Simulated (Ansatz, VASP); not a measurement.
# One calculation of TiCo, two programs

INCAR

```
SYSTEM = TiCo
PREC = Accurate
ENCUT = 600
EDIFF = 1E-6
ISMEAR = 0
SIGMA = 0.1
LREAL = .FALSE.
LASPH = .TRUE.
NELM = 150
ALGO = Fast
ISIF = 3
LWAVE = .FALSE.
LCHARG = .FALSE.
ISPIN = 2
MAGMOM = 0 0.27
LORBIT = 11
LMAXMIX = 4
GGA = PS
IBRION = 2
NSW = 100
EDIFFG = -0.005
```

KPOINTS

```
regular mesh
0
G
  14 14 14
  0 0 0
```

Contents of POSCAR:

```
TiCo
1.0
    2.9337615290      0.0000000000      0.0000000000
    0.0000000000      2.9337615290      0.0000000000
    0.0000000000      0.0000000000      2.9337615290
Ti Co
1 1
Direct
    0.0000000000      0.0000000000      0.0000000000
    0.5000000000      0.5000000000      0.5000000000
```

Input for Ansatz:

```yaml
crystal:
  lattice:
    - [2.933761529, 0.0, 0.0]
    - [0.0, 2.933761529, 0.0]
    - [0.0, 0.0, 2.933761529]
  atoms:
    - { symbol: Ti, position: [0.0, 0.0, 0.0] }
    - { symbol: Co, position: [0.5, 0.5, 0.5], spin: 0.27 }
basis:
  ecutwfc: 420
kpoints:
  mp_grid: { grid: [14, 14, 14] }
hamiltonian:
  xc: pbesol
scf:
  occupations: { method: gaussian, width: 0.1 }
output:
  forces: true
  stress: true
  eigenvalues: true
  populations: true
magnetization:
  spin_polarized: true
relax:
  adjacent_minimum: "off"
  f_tol: 0.005
  max_steps: 80
  cell: { stress_tol: 0.05 }
```

Alike in both runs: task relaxation of cell and atoms; functional PBEsol; k mesh 14 × 14 × 14; occupations gaussian, width 0.1 eV; collinear spin.

|  | VASP | Ansatz |
| --- | --- | --- |
| version | VASP 6.6.1 | Ansatz 0.2.0 |
| potentials or method | VASP PAW PBE potentials, release 64 (Ti_sv, Co), cutoff 600 eV | scalar-relativistic, plane waves, PAW |
| valence electrons in the cell | 21 | 29 |

Ansatz gave:

| Item | Value |
| --- | --- |
| gap on the k mesh at the Fermi level, each at its own relaxed structure (eV) | none |
| net moment per atom (μB) | 0.32 |
| size of the moment on the site where the two differ most (μB) | 0.68 |
| relaxed volume (Å³/atom) | 12.69 |
| relaxed cell length with the largest relative difference (Å) | 2.939 |

Problem. Which values does VASP return?

Solution. gap on the k mesh at the Fermi level, each at its own relaxed structure (eV): none; net moment per atom (μB): 0.28; size of the moment on the site where the two differ most (μB): 0.59; relaxed volume (Å³/atom): 12.63; relaxed cell length with the largest relative difference (Å): 2.934.

VASP's potentials were made for PBE, not for PBEsol. Site moments also hang on the region over which each program counts them. A gap of «none» marks a metal or a gap that the smearing closes. VASP's potentials hold 21 valence electrons a cell and Ansatz's 29, so a difference there can come from the potentials and not from the codes.
